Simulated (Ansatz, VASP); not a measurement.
Two plane-wave programs on Ni

```xyz
3
Lattice="3.7810 0.0000 0.0000 -1.8905 3.2745 0.0000 0.0000 0.0000 2.2722" Properties=species:S:1:pos:R:3 pbc="T T T"
Ni    3.7810    0.0000    0.0000
Ni    0.0000    2.1830    1.1361
Ni    1.8905    1.0915    1.1361
```

Alike in both runs: task single point; functional LDA; k mesh 11 × 11 × 15; occupations fermi-dirac, width 0.1 eV; no spin polarisation.

|  | VASP | Ansatz |
| --- | --- | --- |
| version | VASP 6.6.1 | Ansatz 0.2.0 |
| potentials or method | VASP PAW LDA potentials, release 64 (Ni), cutoff 520 eV | plane waves (420 eV) with PAW, scalar-relativistic |
| valence electrons in the cell | 30 | 54 |

```tsv
	VASP	Ansatz	Ansatz less VASP
pressure (GPa)	24.6	24.9	+0.35
traceless stress, the component that is largest in VASP (GPa)	-0.81	-0.74	+0.072
```

Ansatz warns that its potentials were made for another functional, while VASP's fit it. LDA's correlation is that of Perdew and Zunger in VASP and of Perdew and Wang (1992) in Ansatz. VASP's potentials hold 30 valence electrons a cell and Ansatz's 54, so a difference there can come from the potentials and not from the codes.
